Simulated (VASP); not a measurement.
Si2B2C:

```xyz
5
Lattice="3.6133 0.0000 0.0000 -1.8066 3.1292 0.0000 0.0000 0.0000 5.9603" Properties=species:S:1:pos:R:3 pbc="T T T"
Si    0.0000    0.0000    2.9802
Si    0.0000    0.0000    0.0000
B     1.8066    1.0431    1.4531
B     1.8066    1.0431    4.5072
C     0.0000    2.0861    0.0000
```

| Property | Result |
| --- | --- |
| Program | VASP 6.6.1 |
| Task | relaxation of cell and atoms |
| Functional | PBE |
| Potentials or basis | VASP PAW PBE potentials, release 64 (Si, B, C) |
| Cutoff | 600 eV |
| k mesh | 6 × 6 × 4 |
| Occupations | gaussian, width 0.1 eV |
| Spin | no spin polarisation |

At the start: pressure -22.7 GPa; volume 13.48 Å³/atom.

Question: Where does the relaxation end?

Answer: Over 23 steps the energy falls by 942.8 meV/atom and the volume is 11.77 Å³/atom (-12.7 %); space group P-6m2 (No. 187, to 0.05 Å).

Step by step:
| step | energy change (eV) | largest force (eV/Å) | pressure (GPa) | volume (Å³) |
| --- | --- | --- | --- | --- |
| 1 | 0.0000 | 1.2640 | -22.73 | 67.39 |
| 2 | -1.8186 | 2.8178 | 0.88 | 50.39 |
| 3 | -1.8241 | 2.8848 | 3.87 | 49.49 |
| 4 | -2.6423 | 2.7846 | 12.23 | 47.12 |
| 5 | -0.5908 | 12.3879 | 88.55 | 40.46 |
| 6 | -2.7597 | 2.6909 | 16.48 | 46.26 |
| 7 | -3.1988 | 1.1516 | 39.55 | 43.29 |
| 8 | -3.4438 | 0.1026 | 37.67 | 44.02 |
| 9 | -3.5003 | 1.4522 | 37.10 | 44.54 |
| 10 | -3.8521 | 0.9118 | 26.22 | 46.28 |
| 11 | -4.3072 | 0.2836 | 2.91 | 51.39 |
| 12 | -4.3176 | 0.4399 | -0.05 | 52.27 |
| 13 | -4.3178 | 0.4673 | -0.57 | 52.44 |
| 14 | -4.3559 | 0.4847 | -0.38 | 52.61 |
| 15 | -4.4551 | 0.6138 | 0.04 | 53.12 |
| 16 | -4.5705 | 0.9140 | 1.64 | 54.04 |
| 17 | -4.5056 | 1.0325 | 8.63 | 55.54 |
| 18 | -4.6061 | 0.9416 | 3.41 | 54.53 |
| 19 | -4.6019 | 0.9642 | 5.03 | 54.92 |
| 20 | -4.6096 | 0.9504 | 4.05 | 54.69 |
| 21 | -4.6672 | 0.6966 | 2.36 | 56.01 |
| 22 | -4.7130 | 0.0890 | -0.41 | 59.24 |
| 23 | -4.7142 | 0.0008 | -0.18 | 58.85 |

Final structure:
```
Si B C
1.0
     3.20022    0.00000    0.00000
    -1.60011    2.77147    0.00000
     0.00000    0.00000    6.63518
Si B C
2 2 1
Direct
  0.00000 0.00000 0.50000
  0.00000 0.00000 0.00000
  0.66667 0.33333 0.37227
  0.66667 0.33333 0.62773
  0.33333 0.66667 0.00000
```
